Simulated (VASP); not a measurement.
A run of VASP 6.6.1:

File POSCAR:

```
HfB
1.0
    0.0000000000      2.3100005622      2.3100005622
    2.3100005622      0.0000000000      2.3100005622
    2.3100005622      2.3100005622      0.0000000000
Hf B
1 1
Direct
    0.5000000000      0.5000000000      0.5000000000
    0.0000000000      0.0000000000      0.0000000000
```

INCAR.step1

```
SYSTEM = HfB
ALGO = Normal ; EDIFF = 1E-5
ENCUT = 550 ; GGA = PE
GGA_COMPAT = .False. ; ISMEAR = 0
LASPH = .True. ; LCHARG = .False.
LREAL = .False. ; LWAVE = .True.
NBANDS = 14 ; NELM = 120
PREC = Accurate ; SIGMA = 0.05
```

INCAR.step2

```
SYSTEM = HfB
ALGO = Normal ; EDIFF = 1E-6
ENCUT = 550 ; GGA_COMPAT = .False.
ISIF = 2 ; ISMEAR = 0
ISTART = 1 ; LASPH = .True.
LCHARG = .False. ; LMIXTAU = .True.
LREAL = .False. ; LWAVE = .False.
METAGGA = R2SCAN ; NBANDS = 14
NELM = 120 ; PREC = Accurate
SIGMA = 0.05
```

Contents of KPOINTS:

```
k-points
0
Gamma
  8 8 8
  0 0 0
```

Potentials or basis: VASP PAW PBE potentials, release 64 (Hf_pv, B).

The run is started by

```console
$ cat potpaw_PBE.64/Hf_pv/POTCAR potpaw_PBE.64/B/POTCAR > POTCAR
$ cp INCAR.step1 INCAR
$ mpirun -np 1 vasp_std > vasp.out
$ cp INCAR.step2 INCAR
$ mpirun -np 1 vasp_std > vasp.out
```

Hardware: 1 thread of Intel Xeon 8259CL (shared host).

Estimate the wall time of this run.

Wall time 73 s on 1 thread of Intel Xeon 8259CL, on a shared host, peak memory 0.17 GiB. Counts: k points 29.
